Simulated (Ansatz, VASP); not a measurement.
## Sn4Se3S: VASP beside Ansatz

The input INCAR:

```
SYSTEM = Sn4Se3S
PREC = Accurate
ENCUT = 520
EDIFF = 1E-6
ISMEAR = 0
SIGMA = 0.1
LREAL = .FALSE.
LASPH = .TRUE.
NELM = 80
ALGO = Normal
ISIF = 2
LWAVE = .FALSE.
LCHARG = .FALSE.
GGA = PE
NBANDS = 50
```

The input KPOINTS:

```
Automatic mesh
0
G
  4 4 4
  0 0 0
```

POSCAR

```
Sn4Se3S
1.0
    4.3620984553     -4.2495670224      0.0000000000
    4.3620984553      4.2495670224      0.0000000000
   -0.0950008051      0.0000000000      6.2140443970
Sn Se S
4 3 1
Direct
    0.5108515158      0.5108515158      0.4754400766
    0.0059427914      0.5288307856      0.0217325970
    0.0122821963      0.0122821963      0.4708694813
    0.5288307856      0.0059427914      0.0217325970
    0.4884527556      0.9891916836      0.4715065899
    0.4892301260      0.4892301260      0.0235111814
    0.9891916836      0.4884527556      0.4715065899
    0.9768024459      0.9768024459      0.0443325584
```

Input for Ansatz:

```yaml
crystal:
  lattice:
    - [4.3620984553, -4.2495670224, 0.0]
    - [4.3620984553, 4.2495670224, 0.0]
    - [-0.0950008051, 0.0, 6.214044397]
  atoms:
    - { symbol: Sn, position: [0.5108515158, 0.5108515158, 0.4754400766] }
    - { symbol: Sn, position: [0.0059427914, 0.5288307856, 0.021732597] }
    - { symbol: Sn, position: [0.0122821963, 0.0122821963, 0.4708694813] }
    - { symbol: Sn, position: [0.5288307856, 0.0059427914, 0.021732597] }
    - { symbol: Se, position: [0.4884527556, 0.9891916836, 0.4715065899] }
    - { symbol: Se, position: [0.489230126, 0.489230126, 0.0235111814] }
    - { symbol: Se, position: [0.9891916836, 0.4884527556, 0.4715065899] }
    - { symbol: S, position: [0.9768024459, 0.9768024459, 0.0443325584] }
basis:
  ecutwfc: 420
kpoints:
  mp_grid: { grid: [4, 4, 4] }
hamiltonian:
  xc: pbe
scf:
  occupations: { method: gaussian, width: 0.1 }
  lower_state_search: "off"
output:
  forces: true
  stress: true
  eigenvalues: true
```

Change from the starting cell: the structure that the rattled cell fell into.

Alike in both runs: task single point; functional PBE; k mesh 4 × 4 × 4; occupations gaussian, width 0.1 eV; no spin polarisation.

|  | VASP | Ansatz |
| --- | --- | --- |
| version | VASP 6.6.1 | Ansatz 0.2.0 |
| potentials or method | VASP PAW PBE potentials, release 64 (Sn_d, Se, S), cutoff 520 eV | scalar-relativistic, plane waves, PAW |
| valence electrons in the cell | 80 | 110 |

VASP gave:

```
gap on the k mesh at the Fermi level (eV) : 0.77
least direct gap on the mesh (eV)         : 0.79
pressure (GPa)                            : 0.0
rms of the force components (eV/Å)        : 0.010
```

**Question.** What did Ansatz give for the same quantities?

**Answer.** gap on the k mesh at the Fermi level (eV): 0.78; least direct gap on the mesh (eV): 0.80; pressure (GPa): 0.0; rms of the force components (eV/Å): 0.008.

Atom by atom the forces differ by 0.006 eV/Å (rms over components). With one functional, cell and mesh, what is left measures potentials, basis and numerics. VASP's potentials hold 80 valence electrons a cell and Ansatz's 110, so a difference there can come from the potentials and not from the codes.
